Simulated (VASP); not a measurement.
# KBr (Immm) in VASP: single point with HSE06

Aim: the single point of KBr with HSE06.

Everything below comes from runs of VASP 6.6.1. Logs are shortened: lines on timing, memory, paths and dates and some standing lists are left out, and cuts for length are marked.

## (1) The cell of the first run

It takes space group Immm (No. 71, orthorhombic). Conventional cell: a = 4.533 Å, b = 4.807 Å, c = 6.604 Å, α = 90.00°, β = 90.00°, γ = 90.00°. K (site symmetry mmm) has 6 Br at 3.30 Å within 4.3 Å. Br (site symmetry mmm) has 6 K at 3.30 Å within 4.3 Å.

## (2) Single point, HSE06 (shear xy strain +5.8%)

Contents of POSCAR:

```
KBr
1.0
    0.0965907487      3.3022478201      3.3022478201
    3.3022478201      0.0965907487      3.3022478201
    3.3988385688      3.3988385688      0.0000000000
K Br
1 1
Direct
    0.0000000000      0.0000000000      0.0000000000
    0.5000000000      0.5000000000      0.5000000000
```

Contents of INCAR.step1:

```
PREC = Accurate
ENCUT = 520
EDIFF = 1E-5
ISMEAR = 0
SIGMA = 0.01
LREAL = F
LASPH = T
NELM = 100
ALGO = Normal
ISIF = 2
LWAVE = T
LCHARG = F
GGA = PE
NBANDS = 15
```

Contents of INCAR.step2:

```
PREC = Accurate
ENCUT = 520
EDIFF = 1E-6
ISMEAR = 0
SIGMA = 0.01
LREAL = F
LASPH = T
NELM = 100
ALGO = Normal
ISIF = 2
LWAVE = F
LCHARG = F
GGA = PE
LHFCALC = T
HFSCREEN = 0.2079
PRECFOCK = Normal
ISTART = 1
NBANDS = 15
```

Contents of KPOINTS:

```
Automatic mesh
0
Gamma
  4 4 4
```

Potentials or basis: VASP PAW PBE potentials, release 64 (K_sv, Br).

Run with:

```sh
$ cat potpaw_PBE.64/K_sv/POTCAR potpaw_PBE.64/Br/POTCAR > POTCAR
$ cp INCAR.step1 INCAR
$ mpirun -np 1 vasp_std > vasp.out
$ cp INCAR.step2 INCAR
$ mpirun -np 1 vasp_std > vasp.out
```

OUTCAR:

```text
PREC = Accurate
   ENCUT = 520
   EDIFF = 1E-6
   ISMEAR = 0
   LREAL = F
   LASPH = T
   NELM = 100
   ISIF = 2
   GGA = PE
   LHFCALC = T
   HFSCREEN = 0.2079
   PRECFOCK = Normal
   ISTART = 1

 ion  position               nearest neighbor table
   1  0.000  0.000  0.000-   2 3.30   2 3.30
   2  0.500  0.500  0.500-   1 3.30   1 3.30

  LATTYP: Found a body centered orthorhombic cell.
 ALAT       =     4.5334837067
 B/A-ratio  =     1.0602626835
 C/A-ratio  =     1.4568257145

  Lattice vectors:

 A1 = (   3.3022478201,   0.0965907487,  -3.3022478201)
 A2 = (  -3.3022478201,  -0.0965907487,  -3.3022478201)
 A3 = (   0.0965907487,   3.3022478201,   3.3022478201)

Analysis of symmetry for initial positions (statically):
=====================================================================
 Subroutine PRICEL returns:
 Original cell was already a primitive cell.

 Routine SETGRP: Setting up the symmetry group for a
 body centered orthorhombic supercell.

 Subroutine GETGRP returns: Found  8 space group operations
 (whereof  8 operations were pure point group operations)
 out of a pool of  8 trial point group operations.

The static configuration has the point symmetry D_2h.

Analysis of symmetry for dynamics (positions and initial velocities):
=====================================================================
 Subroutine PRICEL returns:
 Original cell was already a primitive cell.

 Routine SETGRP: Setting up the symmetry group for a
 body centered orthorhombic supercell.

 Subroutine GETGRP returns: Found  8 space group operations
 (whereof  8 operations were pure point group operations)
 out of a pool of  8 trial point group operations.

The dynamic configuration has the point symmetry D_2h.

 Subroutine INISYM returns: Found  8 space group operations
 (whereof  8 operations are pure point group operations),
 and found     1 'primitive' translations

----------------------------------------------------------------------------------------

                                     Primitive cell

  volume of cell :      71.9594

  direct lattice vectors                    reciprocal lattice vectors
     0.096590749  3.302247820  3.302247820    -0.155974263  0.155974263  0.151412016
     3.302247820  0.096590749  3.302247820     0.155974263 -0.155974263  0.151412016
     3.398838569  3.398838569  0.000000000     0.147109076  0.147109076 -0.151412016

  length of vectors
     4.671082434  4.671082434  4.806683600     0.267547267  0.267547267  0.257308684

  position of ions in fractional coordinates (direct lattice)
     0.000000000  0.000000000  0.000000000
     0.500000000  0.500000000  0.500000000

  ion indices of the primitive-cell ions
   primitive index   ion index
                 1           1
                 2           2

----------------------------------------------------------------------------------------

 KPOINTS: Automatic mesh

Automatic generation of k-mesh.
 Grid dimensions read from file:
 generate k-points for:    4    4    4

 Generating k-lattice:

  Cartesian coordinates                     Fractional coordinates (reciprocal lattice)
    -0.038993566  0.038993566  0.037853004     0.250000000  0.000000000  0.000000000
     0.038993566 -0.038993566  0.037853004     0.000000000  0.250000000  0.000000000
     0.036777269  0.036777269 -0.037853004     0.000000000  0.000000000  0.250000000

  Length of vectors
     0.066886817  0.066886817  0.064327171

  Shift w.r.t. Gamma in fractional coordinates (k-lattice)
     0.000000000  0.000000000  0.000000000

 Subroutine IBZKPT returns following result:
 ===========================================

 Found     18 irreducible k-points:

 Following reciprocal coordinates:
            Coordinates               Weight
  0.000000  0.000000  0.000000      1.000000
  0.250000  0.000000  0.000000      4.000000
  0.500000  0.000000  0.000000      2.000000
  0.250000  0.250000  0.000000      2.000000
  0.500000  0.250000  0.000000      4.000000
 -0.250000  0.250000  0.000000      2.000000
[... 10 lines left out ...]
  0.250000  0.250000  0.500000      2.000000
 -0.250000  0.250000  0.500000      2.000000
   k-points           NKPTS =     18   k-points in BZ     NKDIM =     64   number of bands    NBANDS=     15
   number of dos      NEDOS =    301   number of ions     NIONS =      2
   total plane-waves  NPLWV =  46656
   dimension x,y,z NGX =    36 NGY =   36 NGZ =   36
   dimension x,y,z NGXF=    72 NGYF=   72 NGZF=   72
   ions per type =               1   1
   NGX,Y,Z   is equivalent  to a cutoff of  12.81, 12.81, 12.45 a.u.
   NGXF,Y,Z  is equivalent  to a cutoff of  25.63, 25.63, 24.90 a.u.
 SYSTEM =  unknown system
   PREC   = accura    normal or accurate (medium, high low for compatibility)
   ISTART =      1    job   : 0-new  1-cont  2-samecut
   ICHARG =      0    charge: 1-file 2-atom 10-const
   ISPIN  =      1    spin polarized calculation?
   LNONCOLLINEAR =      F non collinear calculations
   LSORBIT =      F    spin-orbit coupling
   LASPH  =      T    aspherical Exc in radial PAW
   ENCUT  =  520.0 eV  38.22 Ry    6.18 a.u.   8.69  8.69  8.94*2*pi/ulx,y,z
   NELM   =    100;   NELMIN=  2; NELMDL=  0     # of ELM steps
   EDIFF  = 0.1E-05   stopping-criterion for ELM
   LREAL  =      F    real-space projection
   EDIFFG = 0.1E-04   stopping-criterion for IOM
   NSW    =      0    number of steps for IOM
   IBRION =     -1    ionic relax: 0-MD 1-quasi-New 2-CG
   NFREE  =      0    steps in history (QN), initial steepest desc. (CG)
   ISIF   =      2    stress and relaxation
   ISYM   =      3    0-nonsym 1-usesym 2-fastsym
   POTIM  = 0.5000    time-step for ionic-motion
   TEBEG  =    0.0;   TEEND  =   0.0 temperature during run
   PSTRESS=    0.0 pullay stress
   NELECT =      16.0000    total number of electrons
   NUPDOWN=      -1.0000    fix difference up-down
   EMIN   =  10.00;   EMAX   =-10.00  energy-range for DOS
   EFERMI =   0.00;   METHOD = LEGACY
   ISMEAR =     0;   SIGMA  =   0.01  broadening in eV -4-tet -1-fermi 0-gaus
   EFERMI_NEDOS =   21; number of points for ismear=-14 and -15
   IALGO  =     38    algorithm
   IMIX   =      1    mixing-type and parameters
     AMIX     =   0.40;   BMIX     =  1.00
     AMIX_MAG =   1.60;   BMIX_MAG =  1.00
  volume/ion in A,a.u.               =      35.98       242.80
  Fermi-wavevector in a.u.,A,eV,Ry     =   0.991789  1.874209 13.383295  0.983644
  Thomas-Fermi vector in A             =   2.123555
   LORBIT       =      0    0 simple, 1 ext, 2 COOP (PROOUT), +10 PAW based schemes
   GGA     = PE    functional components
   LHFCALC =     T    Hartree Fock is set to
   PRECFOCK=normal    Normal, Fast or Accurate (Low or Medium for compatibility)
   ENCUT4O =  -1.0   cutoff for four orbital integrals eV
   NKREDX  =     1    reduce k-point grid by
   NKREDY  =     1    reduce k-point grid by
   NKREDZ  =     1    reduce k-point grid by
   AEXX    =    0.2500 exact exchange contribution
   HFSCREEN=    0.2079 screening length (either q_TF or 0.3 A-1)
   HFSCREENC=   0.2079 screening length for correlation (either q_TF or 0.3 A-1)
   ENCUTFOCK=  -1.0 apply spherical cutoff to Coloumb kernel
   IVDW    =     0    specifies the selected vdW correction
   LEPSILON=     F    determine dielectric tensor
   LRPA    =     F    only Hartree local field effects (RPA)
 non-spin polarized calculation
 Gauss-broadening in eV      SIGMA  =   0.01
  energy-cutoff  :      520.00
  volume of cell :       71.96
 maximum number of plane-waves:      1954
 NGX is ok and might be reduce to    36
  NGX = 28; NGY = 28; NGZ = 28

 number of electron      16.0000002 magnetization

 Free energy of the ion-electron system (eV)
  ---------------------------------------------------
  ext. energy  EPLUGINS =         0.00000000
  ---------------------------------------------------
  free energy    TOTEN  =        -7.16519923 eV

  energy without entropy =       -7.16519923  energy(sigma->0) =       -7.16519923

 E-fermi :  -2.4002     XC(G=0):  -6.1801

 val. band max:       -2.5393962544   @ k =   0.0000   0.0000   0.0000
 cond. band min:       2.9727628735   @ k =   0.0000   0.0000   0.0000
 fundamental gap:      5.5121591279
 Fermi energy:        -2.4001718573

 k-point     1 :       0.0000    0.0000    0.0000
  band No.  band energies     occupation
      1     -32.5933      2.00000
      2     -15.9344      2.00000
      3     -14.7187      2.00000
      4     -14.7166      2.00000
      5     -14.7140      2.00000
      6      -2.6740      2.00000
      7      -2.6162      2.00000
      8      -2.5394      2.00000
      9       2.9728      0.00000
     10       6.1073      0.00000
     11       6.3608      0.00000
     12       6.6100      0.00000
     13       7.3042      0.00000
     14       7.3253      0.00000
     15      10.1368      0.00000

 k-point     2 :       0.2500    0.0000    0.0000
  band No.  band energies     occupation
      1     -32.5901      2.00000
      2     -16.0179      2.00000
      3     -14.7217      2.00000
      4     -14.7149      2.00000
      5     -14.5895      2.00000
      6      -3.2766      2.00000
      7      -2.8621      2.00000
      8      -2.7838      2.00000
      9       4.2632      0.00000
     10       6.2368      0.00000
     11       6.8835      0.00000
     12       7.2093      0.00000
     13       8.0697      0.00000
     14       8.1487      0.00000
     15      11.2974      0.00000
[... 257 lines left out ...]
      3     -14.7585      2.00000
      4     -14.7239      2.00000
      5     -14.5146      2.00000
      6      -3.5492      2.00000
      7      -3.0571      2.00000
      8      -2.8430      2.00000
      9       5.4205      0.00000
     10       6.1788      0.00000
     11       7.5912      0.00000
     12       7.9452      0.00000
     13       8.2681      0.00000
     14       9.7198      0.00000
     15       9.9389      0.00000

 k-point    18 :      -0.2500    0.2500    0.5000
  band No.  band energies     occupation
      1     -32.5856      2.00000
      2     -15.9161      2.00000
      3     -14.7978      2.00000
      4     -14.7660      2.00000
      5     -14.6159      2.00000
      6      -3.2754      2.00000
      7      -3.2000      2.00000
      8      -3.1683      2.00000
      9       6.0080      0.00000
     10       6.0583      0.00000
     11       6.9486      0.00000
     12       7.8508      0.00000
     13       9.5353      0.00000
     14       9.9999      0.00000
     15      10.1796      0.00000

------------------------ aborting loop because EDIFF is reached ----------------------------------------

  FORCE on cell =-STRESS in cart. coord.  units (eV):
  Direction    XX          YY          ZZ          XY          YZ          ZX
  --------------------------------------------------------------------------------------
  -------------------------------------------------------------------------------------
  Total        0.2036221      0.2036221      0.1927275     -0.1397093      0.0000000      0.0000000
  in kB        4.5336522      4.5336522      4.2910837     -3.1106315      0.0000000      0.0000000
  external PRESSURE =       4.4527960 kB  Pullay stress =       0.0000000 kB

 VOLUME and BASIS-vectors are now :
 -----------------------------------------------------------------------------
  energy-cutoff  :      520.00
  volume of cell :       71.96
      direct lattice vectors                 reciprocal lattice vectors
     0.096590749  3.302247820  3.302247820    -0.155974263  0.155974263  0.151412016
     3.302247820  0.096590749  3.302247820     0.155974263 -0.155974263  0.151412016
     3.398838569  3.398838569  0.000000000     0.147109076  0.147109076 -0.151412016

 POSITION                                       TOTAL-FORCE (eV/Angst)
 -----------------------------------------------------------------------------------
      0.00000      0.00000      0.00000        -0.000000      0.000000     -0.000000
      3.39884      3.39884      3.30225         0.000000      0.000000      0.000000
 -----------------------------------------------------------------------------------
    total drift:                               -0.000000     -0.000000     -0.000000

  FREE ENERGIE OF THE ION-ELECTRON SYSTEM (eV)
  ---------------------------------------------------
  free  energy   TOTEN  =        -7.1651992271 eV

  energy  without entropy=       -7.1651992271  energy(sigma->0) =       -7.16519923
```

Wall time 31 min (1 thread of AMD EPYC, shared host); peak memory 0.3 GiB.

What came out:

```yaml
Free_energy: -7.1652 eV
Pressure: 0.4 GPa
Band_gap_on_the_k_mesh: 5.51 eV
```

Levels at points of the mesh, in eV from the valence-band top:
```tsv
k point	band 5	band 6	band 7	band 8	band 9	band 10	band 11	band 12
(0.00, 0.00, 0.00)	-12.17	-0.13	-0.08	0.00	5.51	8.65	8.90	9.15
(0.50, 0.00, 0.00)	-11.93	-1.30	-0.50	-0.42	7.66	9.59	11.05	11.21
(0.50, 0.50, 0.00)	-12.21	-0.94	-0.47	-0.28	6.99	8.42	10.69	10.92
(0.00, 0.00, 0.50)	-11.90	-1.31	-0.41	-0.31	7.68	9.38	11.10	11.24
(0.50, 0.00, 0.50)	-12.21	-0.94	-0.38	-0.38	6.99	8.39	10.68	10.86
```

Caveat: the k points lie up to 0.42 Å⁻¹ apart; the cell differs from its parent crystal (shear xy strain +5.8%); the PAW data sets were made with another functional, which shifts forces and pressure a little.
